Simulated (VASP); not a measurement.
# CoO (Fm-3m) in VASP: settings compared

Aim: see how the results for CoO move with the level of theory and the settings. Levels: LDA+U, RPBE+D4+U. Tasks: single point.

Program: VASP 6.6.1. These are calculated values, not measurements. Logs are shortened: lines on timing, memory, paths and dates and some standing lists are left out, and cuts for length are marked.

### 1 The cell of the first run

Symmetry: Fm-3m, No. 225, cubic system. Conventional cell: a = 4.197 Å, b = 4.197 Å, c = 4.197 Å, α = 90.00°, β = 90.00°, γ = 90.00°. Co (site symmetry m-3m) has 6 O at 2.10 Å within 2.8 Å. Within 2.8 Å of O (site symmetry m-3m) lie 6 Co at 2.10 Å.

### 2 Single point, LDA+U, collinear spin, ferromagnetic start

The input, INCAR:

```
SYSTEM = CoO
  PREC = Accurate
  ENCUT = 600
  EDIFF = 1E-6
  ISMEAR = 0
  SIGMA = 0.05
  LREAL = .FALSE.
  LASPH = .TRUE.
  NELM = 200
  ALGO = Normal
  ISIF = 2
  LWAVE = .FALSE.
  LCHARG = .FALSE.
  ISPIN = 2
  MAGMOM = 2.81 0.3
  LORBIT = 11
  LMAXMIX = 4
  LDAU = .TRUE.
  LDAUTYPE = 2
  LDAUL = 2 -1
  LDAUU = 3.3 0
  LDAUJ = 0 0
  LDAUPRINT = 1
  NBANDS = 22
  GGA_COMPAT = .FALSE.
```

The input, KPOINTS:

```
regular mesh
0
G
  10 10 10
  0 0 0
```

The input, POSCAR:

```
CoO
1.0
    0.0000000000      2.0984239479      2.0984239479
    2.0984239479      0.0000000000      2.0984239479
    2.0984239479      2.0984239479      0.0000000000
Co O
1 1
Direct
    0.0000000000      0.0000000000      0.0000000000
    0.5000000000      0.5000000000      0.5000000000
```

Potentials or basis: VASP PAW LDA potentials, release 64 (Co_sv, O).

On the command line:

```console
$ cat potpaw_LDA.64/Co_sv/POTCAR potpaw_LDA.64/O/POTCAR > POTCAR
$ mpirun -np 1 vasp_std > vasp.out
```

OUTCAR:

```text
SYSTEM = CoO
   PREC = Accurate
   ENCUT = 600
   EDIFF = 1E-6
   ISMEAR = 0
   LREAL = .FALSE.
   LASPH = .TRUE.
   NELM = 200
   ISIF = 2
   ISPIN = 2
   LORBIT = 11

 ion  position               nearest neighbor table
   1  0.000  0.000  0.000-   2 2.10   2 2.10   2 2.10   2 2.10   2 2.10   2 2.10
   2  0.500  0.500  0.500-   1 2.10   1 2.10   1 2.10   1 2.10   1 2.10   1 2.10

  LATTYP: Found a face centered cubic cell.
 ALAT       =     4.1968478958

  Lattice vectors:

 A1 = (   0.0000000000,   2.0984239479,   2.0984239479)
 A2 = (   2.0984239479,   0.0000000000,   2.0984239479)
 A3 = (   2.0984239479,   2.0984239479,   0.0000000000)

Analysis of symmetry for initial positions (statically):
=====================================================================
 Subroutine PRICEL returns:
 Original cell was already a primitive cell.

 Routine SETGRP: Setting up the symmetry group for a
 face centered cubic supercell.

 Subroutine GETGRP returns: Found 48 space group operations
 (whereof 48 operations were pure point group operations)
 out of a pool of 48 trial point group operations.

The static configuration has the point symmetry O_h .

Analysis of symmetry for dynamics (positions and initial velocities):
=====================================================================
 Subroutine PRICEL returns:
 Original cell was already a primitive cell.

 Routine SETGRP: Setting up the symmetry group for a
 face centered cubic supercell.

 Subroutine GETGRP returns: Found 48 space group operations
 (whereof 48 operations were pure point group operations)
 out of a pool of 48 trial point group operations.

The dynamic configuration has the point symmetry O_h .

Analysis of structural, dynamic, and magnetic symmetry:
=====================================================================
 Subroutine PRICEL returns:
 Original cell was already a primitive cell.

 Routine SETGRP: Setting up the symmetry group for a
 face centered cubic supercell.

 Subroutine GETGRP returns: Found 48 space group operations
 (whereof 48 operations were pure point group operations)
 out of a pool of 48 trial point group operations.

The overall configuration has the point symmetry O_h .

 Subroutine INISYM returns: Found 48 space group operations
 (whereof 48 operations are pure point group operations),
 and found     1 'primitive' translations

----------------------------------------------------------------------------------------

                                     Primitive cell

  volume of cell :      18.4803

  direct lattice vectors                    reciprocal lattice vectors
     0.000000000  2.098423948  2.098423948    -0.238274063  0.238274063  0.238274063
     2.098423948  0.000000000  2.098423948     0.238274063 -0.238274063  0.238274063
     2.098423948  2.098423948  0.000000000     0.238274063  0.238274063 -0.238274063

  length of vectors
     2.967619607  2.967619607  2.967619607     0.412702783  0.412702783  0.412702783

  position of ions in fractional coordinates (direct lattice)
     0.000000000  0.000000000  0.000000000
     0.500000000  0.500000000  0.500000000

  ion indices of the primitive-cell ions
   primitive index   ion index
                 1           1
                 2           2

----------------------------------------------------------------------------------------

 KPOINTS: regular mesh

Automatic generation of k-mesh.
 Grid dimensions read from file:
 generate k-points for:   10   10   10

 Generating k-lattice:

[... 55 lines left out ...]
   ISPIN  =      2    spin polarized calculation?
   LNONCOLLINEAR =      F non collinear calculations
   LSORBIT =      F    spin-orbit coupling
   LASPH  =      T    aspherical Exc in radial PAW
   ENCUT  =  600.0 eV  44.10 Ry    6.64 a.u.   5.93  5.93  5.93*2*pi/ulx,y,z
   NELM   =    200;   NELMIN=  2; NELMDL= -5     # of ELM steps
   EDIFF  = 0.1E-05   stopping-criterion for ELM
   LREAL  =      F    real-space projection
   EDIFFG = 0.1E-04   stopping-criterion for IOM
   NSW    =      0    number of steps for IOM
   IBRION =     -1    ionic relax: 0-MD 1-quasi-New 2-CG
   NFREE  =      0    steps in history (QN), initial steepest desc. (CG)
   ISIF   =      2    stress and relaxation
   ISYM   =      2    0-nonsym 1-usesym 2-fastsym
   POTIM  = 0.5000    time-step for ionic-motion
   TEBEG  =    0.0;   TEEND  =   0.0 temperature during run
   PSTRESS=    0.0 pullay stress
   NELECT =      23.0000    total number of electrons
   NUPDOWN=      -1.0000    fix difference up-down
   EMIN   =  10.00;   EMAX   =-10.00  energy-range for DOS
   EFERMI =   0.00;   METHOD = LEGACY
   ISMEAR =     0;   SIGMA  =   0.05  broadening in eV -4-tet -1-fermi 0-gaus
   EFERMI_NEDOS =   21; number of points for ismear=-14 and -15
   IALGO  =     38    algorithm
   IMIX   =      4    mixing-type and parameters
     AMIX     =   0.40;   BMIX     =  1.00
     AMIX_MAG =   1.60;   BMIX_MAG =  1.00
  volume/ion in A,a.u.               =       9.24        62.36
  Fermi-wavevector in a.u.,A,eV,Ry     =   1.760952  3.327717 42.191018  3.100952
  Thomas-Fermi vector in A             =   2.829617
   LORBIT       =     11    0 simple, 1 ext, 2 COOP (PROOUT), +10 PAW based schemes
 LDA+U is selected, type is set to LDAUTYPE =  2
   angular momentum for each species LDAUL =     2   -1
   U (eV)           for each species LDAUU =   3.3  0.0
   J (eV)           for each species LDAUJ =   0.0  0.0
   GGA     = CA    functional components
   LHFCALC =     F    Hartree Fock is set to
   AEXX    =    0.0000 exact exchange contribution
   IVDW    =     0    specifies the selected vdW correction
   LEPSILON=     F    determine dielectric tensor
   LRPA    =     F    only Hartree local field effects (RPA)
 spin polarized calculation
 Gauss-broadening in eV      SIGMA  =   0.05
  energy-cutoff  :      600.00
  volume of cell :       18.48
 maximum number of plane-waves:       636
   NGX = 11   NGY = 11   NGZ = 11

atom =   1  type =  1  l = 2

 onsite density matrix

spin component  1

  0.9210  0.0000  0.0000 -0.0000 -0.0000
  0.0000  0.9210  0.0000 -0.0000 -0.0000
  0.0000  0.0000  0.9556  0.0000 -0.0000
 -0.0000 -0.0000  0.0000  0.9210  0.0000
 -0.0000 -0.0000 -0.0000  0.0000  0.9556

spin component  2

  0.5999 -0.0000 -0.0000  0.0000 -0.0000
 -0.0000  0.5999 -0.0000  0.0000  0.0000
 -0.0000 -0.0000  0.1222  0.0000  0.0000
  0.0000  0.0000  0.0000  0.5999  0.0000
 -0.0000  0.0000  0.0000  0.0000  0.1222

 occupancies and eigenvectors

  o =  0.1222  v =  0.0000  0.0000  0.0000  0.0000  0.0000  0.0000 -0.0000 -1.0000  0.0000  0.0029      0.0000  0.0000  0.0000  0.0000  0.0000  0.0000  0.0000  0.0000  0.0000  0.0000
  o =  0.1222  v =  0.0000  0.0000  0.0000  0.0000  0.0000  0.0000  0.0000  0.0029  0.0000  1.0000      0.0000  0.0000  0.0000  0.0000  0.0000  0.0000  0.0000  0.0000  0.0000  0.0000
  o =  0.5999  v =  0.0000  0.0000  0.0000  0.0000  0.0000  0.0000  0.2976  0.0000  0.9547 -0.0000      0.0000  0.0000  0.0000  0.0000  0.0000  0.0000  0.0000  0.0000  0.0000  0.0000
  o =  0.5999  v =  0.0000  0.0000  0.0000  0.0000  0.0000  0.0000  0.9547  0.0000 -0.2976 -0.0000      0.0000  0.0000  0.0000  0.0000  0.0000  0.0000  0.0000  0.0000  0.0000  0.0000
  o =  0.5999  v =  0.0000  0.0000  0.0000  0.0000  0.0000  1.0000  0.0000  0.0000  0.0000  0.0000      0.0000  0.0000  0.0000  0.0000  0.0000  0.0000  0.0000  0.0000  0.0000  0.0000
  o =  0.9210  v =  1.0000  0.0000  0.0000  0.0000  0.0000  0.0000  0.0000  0.0000  0.0000  0.0000      0.0000  0.0000  0.0000  0.0000  0.0000  0.0000  0.0000  0.0000  0.0000  0.0000
  o =  0.9210  v =  0.0000 -0.0909  0.0000 -0.9959  0.0000  0.0000  0.0000  0.0000  0.0000  0.0000      0.0000  0.0000  0.0000  0.0000  0.0000  0.0000  0.0000  0.0000  0.0000  0.0000
  o =  0.9210  v =  0.0000 -0.9959  0.0000  0.0909 -0.0000  0.0000  0.0000  0.0000  0.0000  0.0000      0.0000  0.0000  0.0000  0.0000  0.0000  0.0000  0.0000  0.0000  0.0000  0.0000
  o =  0.9556  v =  0.0000  0.0000 -0.0030 -0.0000 -1.0000  0.0000  0.0000  0.0000  0.0000  0.0000      0.0000  0.0000  0.0000  0.0000  0.0000  0.0000  0.0000  0.0000  0.0000  0.0000
  o =  0.9556  v =  0.0000  0.0000  1.0000 -0.0000 -0.0030  0.0000  0.0000  0.0000  0.0000  0.0000      0.0000  0.0000  0.0000  0.0000  0.0000  0.0000  0.0000  0.0000  0.0000  0.0000

 number of electron      23.0000013 magnetization       2.9995980

 Free energy of the ion-electron system (eV)
  ---------------------------------------------------
  ext. energy  EPLUGINS =         0.00000000
  ---------------------------------------------------
  free energy    TOTEN  =       -12.58223222 eV

  energy without entropy =      -12.57764803  energy(sigma->0) =      -12.57994012

 E-fermi :   8.9567     XC(G=0): -13.4662

 val. band max:        8.9555929142   @ k =  -0.4000   0.4000   0.0000
 cond. band min:       8.9643460961   @ k =  -0.2000   0.3000   0.1000
 fundamental gap:      0.0087531819
 Fermi energy:         8.9566833542

 spin component 1

 k-point     1 :       0.0000    0.0000    0.0000
  band No.  band energies     occupation
      1     -86.7175      1.00000
      2     -50.5162      1.00000
      3     -50.5162      1.00000
      4     -50.5162      1.00000
      5     -11.0321      1.00000
      6       4.5093      1.00000
[... 1193 lines left out ...]
     21      39.7117      0.00000
     22      40.8809      0.00000

 [... further k-points ...]
[... 5 lines left out ...]
  --------------------------------------------------------------------------------------
  -------------------------------------------------------------------------------------
  Total       -1.2930143     -1.2930143     -1.2930143      0.0000000      0.0000000     -0.0000000
  in kB     -112.0996388   -112.0996388   -112.0996388      0.0000000      0.0000000     -0.0000000
  external PRESSURE =    -112.0996388 kB  Pullay stress =       0.0000000 kB

 VOLUME and BASIS-vectors are now :
 -----------------------------------------------------------------------------
  energy-cutoff  :      600.00
  volume of cell :       18.48
      direct lattice vectors                 reciprocal lattice vectors
     0.000000000  2.098423948  2.098423948    -0.238274063  0.238274063  0.238274063
     2.098423948  0.000000000  2.098423948     0.238274063 -0.238274063  0.238274063
     2.098423948  2.098423948  0.000000000     0.238274063  0.238274063 -0.238274063

 POSITION                                       TOTAL-FORCE (eV/Angst)
 -----------------------------------------------------------------------------------
      0.00000      0.00000      0.00000         0.000000      0.000000      0.000000
      2.09842      2.09842      2.09842         0.000000     -0.000000      0.000000
 -----------------------------------------------------------------------------------
    total drift:                                0.000000     -0.000000     -0.000000

  FREE ENERGIE OF THE ION-ELECTRON SYSTEM (eV)
  ---------------------------------------------------
  free  energy   TOTEN  =       -12.5822322169 eV

  energy  without entropy=      -12.5776480311  energy(sigma->0) =      -12.57994012

 total charge

# of ion       s       p       d       tot
------------------------------------------
    1        2.153   6.071   6.691  14.915
    2        1.536   3.451   0.000   4.987
--------------------------------------------------
tot          3.688   9.522   6.691  19.901

 magnetization (x)

# of ion       s       p       d       tot
------------------------------------------
    1        0.013   0.010   2.626   2.650
    2        0.028   0.253   0.000   0.281
--------------------------------------------------
tot          0.041   0.263   2.626   2.931
```

Run time: 23 s. Hardware: 1 thread of Intel Xeon Platinum 8488C (Sapphire Rapids), shared host; peak memory 0.15 GiB.

Results:

* Free energy: -12.5822 eV
* Pressure: -11.2 GPa
* Band gap on the k mesh: zero (filled and empty bands overlap)
* Net moment: 3.00 μB per cell
* Site moments: Co +2.65; O +0.28 μB
* Valence electrons inside the program's atomic spheres: Co 14.91; O 4.99

Levels at points of the mesh, in eV from the Fermi level:
Spin up:
| k point | band 9 | band 10 | band 11 | band 12 | band 13 | band 14 | band 15 | band 16 | band 17 | band 18 |
| --- | --- | --- | --- | --- | --- | --- | --- | --- | --- | --- |
| (0.00, 0.00, 0.00) | -4.23 | -4.23 | -2.93 | -2.93 | -2.93 | 1.52 | 16.99 | 18.07 | 18.07 | 18.07 |
| (0.50, 0.00, 0.00) | -3.49 | -3.49 | -2.67 | -0.14 | -0.14 | 5.28 | 9.91 | 13.71 | 13.71 | 20.81 |
| (0.50, 0.50, 0.00) | -4.25 | -4.09 | -3.39 | -3.20 | -3.20 | 6.21 | 10.27 | 11.51 | 16.29 | 16.29 |
Spin down:
| k point | band 6 | band 7 | band 8 | band 9 | band 10 | band 11 | band 12 | band 13 | band 14 | band 15 |
| --- | --- | --- | --- | --- | --- | --- | --- | --- | --- | --- |
| (0.00, 0.00, 0.00) | -2.40 | -2.40 | -2.40 | -1.24 | -1.24 | -1.24 | 0.97 | 0.97 | 2.04 | 17.03 |
| (0.50, 0.00, 0.00) | -7.80 | -4.48 | -4.48 | -0.12 | -0.12 | 0.21 | 3.72 | 3.72 | 5.62 | 10.67 |
| (0.50, 0.50, 0.00) | -6.49 | -3.74 | -3.74 | -2.45 | 0.11 | 0.11 | 1.52 | 2.08 | 6.99 | 10.74 |

Eigenvalues of the final occupation matrices:
```
    site  spin  trace               eigenvalues
site 1 d     1   4.67  0.92 0.92 0.92 0.96 0.96
site 1 d     2   2.04  0.12 0.12 0.60 0.60 0.60
```

Caveat: a cell with one magnetic atom can't hold antiferromagnetic order, which such compounds often take.

(Part 1 of 2 ends here.)
